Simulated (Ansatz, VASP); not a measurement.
**Two plane-wave programs on KCl**

POSCAR

```
KCl
1.0
    0.0000000000      3.0298560000      3.1561000000
    3.0298560000      0.0000000000      3.1561000000
    3.0298560000      3.0298560000      0.0000000000
K Cl
1 1
Direct
    0.0000000000      0.0000000000      0.0000000000
    0.5000000000      0.5000000000      0.5000000000
```

INCAR.step1

```
SYSTEM = KCl
PREC = Accurate
ENCUT = 550
ISMEAR = 0
SIGMA = 0.05
LREAL = .FALSE.
LASPH = .TRUE.
NELM = 120
NBANDS = 15
GGA = PE
ALGO = Normal
EDIFF = 1E-5
LWAVE = .TRUE.
LCHARG = .FALSE.
GGA_COMPAT = .FALSE.
```

INCAR.step2

```
SYSTEM = KCl
PREC = Accurate
ENCUT = 550
EDIFF = 1E-6
ISMEAR = 0
SIGMA = 0.05
LREAL = .FALSE.
LASPH = .TRUE.
NELM = 120
ALGO = Normal
ISIF = 2
LWAVE = .FALSE.
LCHARG = .FALSE.
METAGGA = R2SCAN
LMIXTAU = .TRUE.
NBANDS = 15
ISTART = 1
GGA_COMPAT = .FALSE.
```

File KPOINTS:

```
regular mesh
0
G
  6 6 6
  0 0 0
```

Input for Ansatz:

```yaml
crystal:
  lattice:
    - [0.0, 3.029856, 3.1561]
    - [3.029856, 0.0, 3.1561]
    - [3.029856, 3.029856, 0.0]
  atoms:
    - { symbol: K, position: [0.0, 0.0, 0.0] }
    - { symbol: Cl, position: [0.5, 0.5, 0.5] }
basis:
  ecutwfc: 500
kpoints:
  mp_grid: { grid: [6, 6, 6] }
hamiltonian:
  xc: r2scan
scf:
  occupations: { method: gaussian, width: 0.05 }
output:
  forces: true
  stress: true
  eigenvalues: true
```

Change from the starting cell: strain -0.040 along x and y, +0.000 along z, atoms carried along.

Alike in both runs: task single point; functional r2SCAN; k mesh 6 × 6 × 6; occupations gaussian, width 0.05 eV; no spin polarisation.

|  | VASP | Ansatz |
| --- | --- | --- |
| version | VASP 6.6.1 | Ansatz 0.2.0 |
| potentials or method | VASP PAW PBE potentials, release 64 (K_sv, Cl), cutoff 550 eV | scalar-relativistic, plane waves, PAW |
| valence electrons in the cell | 16 | 16 |

VASP gave:

| Item | Value |
| --- | --- |
| gap on the k mesh at the Fermi level (eV) | 6.07 |
| least direct gap on the mesh (eV) | 6.07 |
| pressure (GPa) | 1.8 |
| traceless stress, the component that is largest in VASP (GPa) | -1.50 |

Which values does Ansatz return?

gap on the k mesh at the Fermi level (eV): 6.07; least direct gap on the mesh (eV): 6.07; pressure (GPa): 1.8; traceless stress, the component that is largest in VASP (GPa): -1.48.

VASP's potentials were made for PBE, not for r2SCAN.
